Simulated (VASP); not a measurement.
Wanted: the native input for a VASP 6.6.1 run.

| Property | Result |
| --- | --- |
| Task | single point |
| Functional | PBEsol |
| Potentials or basis | VASP PAW PBE potentials, release 64 (Si) |
| Cutoff | 520 eV |
| k mesh | 2 × 2 × 2 |
| Occupations | fermi-dirac, width 0.02 eV |
| Spin | no spin polarisation |
| Dipole correction | no |
| Further INCAR settings | LREAL = Auto; ALGO = Normal; EDIFF = 1e-06; NBANDS = 48 |

The structure of Si (a cell with a defect) lies in POSCAR:

```
Si
1.0
    0.0000000000      5.4300000000      5.4300000000
    5.4300000000      0.0000000000      5.4300000000
    5.4300000000      5.4300000000      0.0000000000
Si
17
Direct
   -0.0206353591      0.1479650092     -0.0764917127
    0.1479005525      0.1973848987      0.0790423573
    0.0261141805     -0.0292081031      0.4302025783
    0.0787016575      0.2120534070      0.5198987109
   -0.0119889503      0.5423204420      0.0145856354
    0.1006998158      0.7623204420      0.0839410681
   -0.1107274401      0.5840791897      0.5160128913
    0.1046316759      0.5371178637      0.6721454880
    0.4967955801      0.0765193370     -0.0337016575
    0.6150920810      0.2267679558      0.0817219153
    0.7403499079     -0.0573480663      0.4193554328
    0.6589686924      0.2225414365      0.6256906077
    0.4279926335      0.5439226519      0.1404788214
    0.5941528545      0.6993830571      0.1946685083
    0.5239318600      0.5526979742      0.5878360958
    0.4597605893      0.7498342541      0.7716022099
    0.3691896869      0.2276243094      0.5669613260
```

The input as run:

INCAR

```
  PREC = Accurate
  ENCUT = 520
  EDIFF = 1E-6
  ISMEAR = -1
  SIGMA = 0.02
  LREAL = Auto
  LASPH = True
  NELM = 80
  ALGO = Normal
  ISIF = 2
  LWAVE = False
  LCHARG = False
  GGA = PS
  NBANDS = 48
```

KPOINTS

```
regular mesh
0
Gamma
  2 2 2
```

Potentials or basis: VASP PAW PBE potentials, release 64 (Si).

Command:

```bash
$ cat potpaw_PBE.64/Si/POTCAR > POTCAR
$ mpirun -np 1 vasp_std > vasp.out
```

It gave:

```json
{
 "Pressure": "-0.4 GPa",
 "Largest force": "3.403 eV/Å",
 "Band gap on the k mesh": "zero (bands 34 and 35 overlap by 0.10 eV)"
}
```

Caveat: the k points lie up to 0.50 Å⁻¹ apart; the PAW data sets were made with another functional, which shifts forces and pressure a little.

It took 2.3 min on 1 thread of Intel(R) Xeon(R) Platinum 8488C (Sapphire Rapids) (shared host), peak memory 0.45 GiB.
